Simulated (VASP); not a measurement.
# Ge (Fd-3m) in VASP: further runs, part 2 of 2

VASP 6.6.1.

## Step 3: Single point, LDA

The input, INCAR:

```
PREC = Accurate
ENCUT = 520
EDIFF = 1E-6
ISMEAR = 0
SIGMA = 0.1
LREAL = F
LASPH = T
NELM = 80
ALGO = Normal
ISIF = 2
LWAVE = F
LCHARG = T
GGA = CA
LELF = T
LVHAR = T
NBANDS = 21
```

The input, KPOINTS:

```
regular mesh
0
Gamma
  10 10 10
```

The input, POSCAR:

```
Ge
1.0
    0.0000000000      2.8147752533      2.8147752533
    2.8147752533      0.0000000000      2.8147752533
    2.8147752533      2.8147752533      0.0000000000
Ge
2
Direct
    0.5000000000      0.5000000000      0.5000000000
    0.7500000000      0.7500000000      0.7500000000
```

Potentials or basis: VASP PAW LDA potentials, release 64 (Ge_d).

Command:

```
cat potpaw_LDA.64/Ge_d/POTCAR > POTCAR
mpirun -np 1 vasp_std > vasp.out
```

OUTCAR:

```text
PREC = Accurate
   ENCUT = 520
   EDIFF = 1E-6
   ISMEAR = 0
   LREAL = F
   LASPH = T
   NELM = 80
   ISIF = 2
   GGA = CA

 ion  position               nearest neighbor table
   1  0.500  0.500  0.500-   2 2.44   2 2.44   2 2.44   2 2.44
   2  0.750  0.750  0.750-   1 2.44   1 2.44   1 2.44   1 2.44

  LATTYP: Found a face centered cubic cell.
 ALAT       =     5.6295505066

  Lattice vectors:

 A1 = (   0.0000000000,   2.8147752533,   2.8147752533)
 A2 = (   2.8147752533,   0.0000000000,   2.8147752533)
 A3 = (   2.8147752533,   2.8147752533,   0.0000000000)

Analysis of symmetry for initial positions (statically):
=====================================================================
 Subroutine PRICEL returns:
 Original cell was already a primitive cell.

 Routine SETGRP: Setting up the symmetry group for a
 face centered cubic supercell.

 Subroutine GETGRP returns: Found 48 space group operations
 (whereof 24 operations were pure point group operations)
 out of a pool of 48 trial point group operations.

The static configuration has the point symmetry T_d .
 The point group associated with its full space group is O_h .

Analysis of symmetry for dynamics (positions and initial velocities):
=====================================================================
 Subroutine PRICEL returns:
 Original cell was already a primitive cell.

 Routine SETGRP: Setting up the symmetry group for a
 face centered cubic supercell.

 Subroutine GETGRP returns: Found 48 space group operations
 (whereof 24 operations were pure point group operations)
 out of a pool of 48 trial point group operations.

The dynamic configuration has the point symmetry T_d .
 The point group associated with its full space group is O_h .

 Subroutine INISYM returns: Found 48 space group operations
 (whereof 24 operations are pure point group operations),
 and found     1 'primitive' translations

[... 110 lines left out ...]
   EFERMI_NEDOS =   21; number of points for ismear=-14 and -15
   IALGO  =     38    algorithm
   IMIX   =      4    mixing-type and parameters
     AMIX     =   0.40;   BMIX     =  1.00
     AMIX_MAG =   1.60;   BMIX_MAG =  1.00
  volume/ion in A,a.u.               =      22.30       150.50
  Fermi-wavevector in a.u.,A,eV,Ry     =   1.401760  2.648943 26.734526  1.964932
  Thomas-Fermi vector in A             =   2.524590
   LORBIT       =      0    0 simple, 1 ext, 2 COOP (PROOUT), +10 PAW based schemes
   GGA     = CA    functional components
   LHFCALC =     F    Hartree Fock is set to
   AEXX    =    0.0000 exact exchange contribution
   IVDW    =     0    specifies the selected vdW correction
   LEPSILON=     F    determine dielectric tensor
   LRPA    =     F    only Hartree local field effects (RPA)
 non-spin polarized calculation
 Gauss-broadening in eV      SIGMA  =   0.10
  energy-cutoff  :      520.00
  volume of cell :       44.60
 maximum number of plane-waves:      1243
 NGX is ok and might be reduce to    30
   NGX = 15   NGY = 15   NGZ = 15

 number of electron      28.0000032 magnetization

 Free energy of the ion-electron system (eV)
  ---------------------------------------------------
  ext. energy  EPLUGINS =         0.00000000
  ---------------------------------------------------
  free energy    TOTEN  =       -10.38873486 eV

  energy without entropy =      -10.38839681  energy(sigma->0) =      -10.38856584

 E-fermi :   4.8940     XC(G=0): -10.3591

 val. band max:        4.8713535248   @ k =   0.0000   0.0000   0.0000
 cond. band min:       4.9834080390   @ k =   0.5000   0.0000   0.0000
 fundamental gap:      0.1120545142
 Fermi energy:         4.8939603200

 k-point     1 :       0.0000    0.0000    0.0000
  band No.  band energies     occupation
      1     -20.0900      2.00000
      2     -20.0900      2.00000
      3     -20.0900      2.00000
      4     -20.0521      2.00000
      5     -20.0521      2.00000
      6     -19.8332      2.00000
[... 565 lines left out ...]
     20      16.4705      0.00000
     21      16.7422      0.00000

 [... further k-points ...]

------------------------ aborting loop because EDIFF is reached ----------------------------------------

  FORCE on cell =-STRESS in cart. coord.  units (eV):
  Direction    XX          YY          ZZ          XY          YZ          ZX
  --------------------------------------------------------------------------------------
  -------------------------------------------------------------------------------------
  Total       -0.0204107     -0.0204107     -0.0204107      0.0000000      0.0000000     -0.0000000
  in kB       -0.7331759     -0.7331759     -0.7331759      0.0000000      0.0000000     -0.0000000
  external PRESSURE =      -0.7331759 kB  Pullay stress =       0.0000000 kB

 VOLUME and BASIS-vectors are now :
 -----------------------------------------------------------------------------
  energy-cutoff  :      520.00
  volume of cell :       44.60
      direct lattice vectors                 reciprocal lattice vectors
     0.000000000  2.814775253  2.814775253    -0.177634076  0.177634076  0.177634076
     2.814775253  0.000000000  2.814775253     0.177634076 -0.177634076  0.177634076
     2.814775253  2.814775253  0.000000000     0.177634076  0.177634076 -0.177634076

 POSITION                                       TOTAL-FORCE (eV/Angst)
 -----------------------------------------------------------------------------------
      2.81478      2.81478      2.81478        -0.000000     -0.000000     -0.000000
      4.22216      4.22216      4.22216         0.000000      0.000000      0.000000
 -----------------------------------------------------------------------------------
    total drift:                                0.000000     -0.000000     -0.000000

  FREE ENERGIE OF THE ION-ELECTRON SYSTEM (eV)
  ---------------------------------------------------
  free  energy   TOTEN  =       -10.3887348586 eV

  energy  without entropy=      -10.3883968135  energy(sigma->0) =      -10.38856584
```

OSZICAR:

```text
N       E                     dE             d eps       ncg     rms          rms(c)
DAV:   1     0.193967016162E+03    0.19397E+03   -0.14587E+04  2201   0.360E+03
DAV:   2     0.178963163897E+02   -0.17607E+03   -0.17017E+03  1979   0.634E+02
DAV:   3    -0.962341923435E+01   -0.27520E+02   -0.27338E+02  2229   0.144E+02
DAV:   4    -0.105550859541E+02   -0.93167E+00   -0.93111E+00  2239   0.312E+01
DAV:   5    -0.105699678652E+02   -0.14882E-01   -0.14882E-01  2209   0.432E+00    0.335E+00
DAV:   6    -0.104488414739E+02    0.12113E+00   -0.37817E-02  2239   0.161E+00    0.192E+00
DAV:   7    -0.103880028217E+02    0.60839E-01   -0.75479E-02  2095   0.200E+00    0.141E-01
DAV:   8    -0.103886959483E+02   -0.69313E-03   -0.56359E-03  2254   0.817E-01    0.481E-02
DAV:   9    -0.103887384174E+02   -0.42469E-04   -0.84067E-05  2250   0.901E-02    0.130E-02
DAV:  10    -0.103887349311E+02    0.34864E-05   -0.85058E-06  2676   0.412E-02    0.426E-03
DAV:  11    -0.103887348586E+02    0.72438E-07   -0.85379E-07  1520   0.831E-03
   1 F= -.10388735E+02 E0= -.10388566E+02  d E =-.338045E-03
```

Wall time 24 s (1 thread of Intel Xeon 6975P-C (Granite Rapids), shared host); peak memory 0.16 GiB.

What came out:

| Quantity | Value |
| --- | --- |
| Free energy | -10.3887 eV |
| Pressure | -0.1 GPa |
| Band gap on the k mesh | zero (filled and empty bands touch) |

Caveat: semilocal functionals underestimate gaps, and a narrow one can read as zero.

## Step 4: Single point, LDA

The input, INCAR:

```
SYSTEM = Ge
ALGO = Normal
EDIFF = 1E-7
ENCUT = 520
GGA = CA
ISIF = 2
ISMEAR = 0
LASPH = .True.
LCHARG = .True.
LELF = .True.
LREAL = .False.
LVHAR = .True.
LWAVE = .False.
NBANDS = 21
NELM = 100
PREC = Accurate
SIGMA = 0.2
```

The input, KPOINTS:

```
k-points
0
Gamma
  10 10 10
  0 0 0
```

POSCAR is that of step 3.

Command:

```
cat potpaw_LDA.64/Ge_d/POTCAR > POTCAR
mpirun -np 1 vasp_std > vasp.out
```

Wall time 22 s (1 thread of Intel Xeon 6975P-C (Granite Rapids), shared host); peak memory 0.16 GiB.

It converged, with:

* Free energy: -10.3893 eV
* Pressure: -0.1 GPa
* Band gap on the k mesh: zero (filled and empty bands touch)

Levels at points of the mesh, in eV from the Fermi level:
| k point | band 10 | band 11 | band 12 | band 13 | band 14 | band 15 | band 16 | band 17 | band 18 | band 19 |
| --- | --- | --- | --- | --- | --- | --- | --- | --- | --- | --- |
| (0.00, 0.00, 0.00) | -24.71 | -12.93 | -0.02 | -0.02 | -0.02 | -0.02 | 2.52 | 2.52 | 2.52 | 6.23 |
| (0.50, 0.00, 0.00) | -24.68 | -10.81 | -7.72 | -1.44 | -1.44 | 0.10 | 3.71 | 3.71 | 6.96 | 10.48 |
| (0.50, 0.50, 0.00) | -24.66 | -9.00 | -9.00 | -3.14 | -3.14 | 0.63 | 0.63 | 9.52 | 9.52 | 11.57 |

Caveat: semilocal functionals underestimate gaps, and a narrow one can read as zero.

## Step 5: The runs side by side

| smearing | gap on the mesh (eV) | pressure (GPa) |
| --- | --- | --- |
| gaussian 0.03 eV | none | -0.1 |
| gaussian 0.1 eV | none | -0.1 |
| gaussian 0.2 eV | none | -0.1 |

Alike in all rows: task single point; level LDA; potentials or basis VASP PAW LDA potentials, release 64 (Ge_d); no spin polarisation; cell as given; k mesh 10 × 10 × 10; cutoff (eV) 520.

Caveats: semilocal functionals underestimate gaps, and a narrow one can read as zero.

Total energies depend on the potentials used, so only differences within one code and one set of settings carry meaning.

The gap in the log of VASP goes by the Fermi energy; the results here count the filled bands.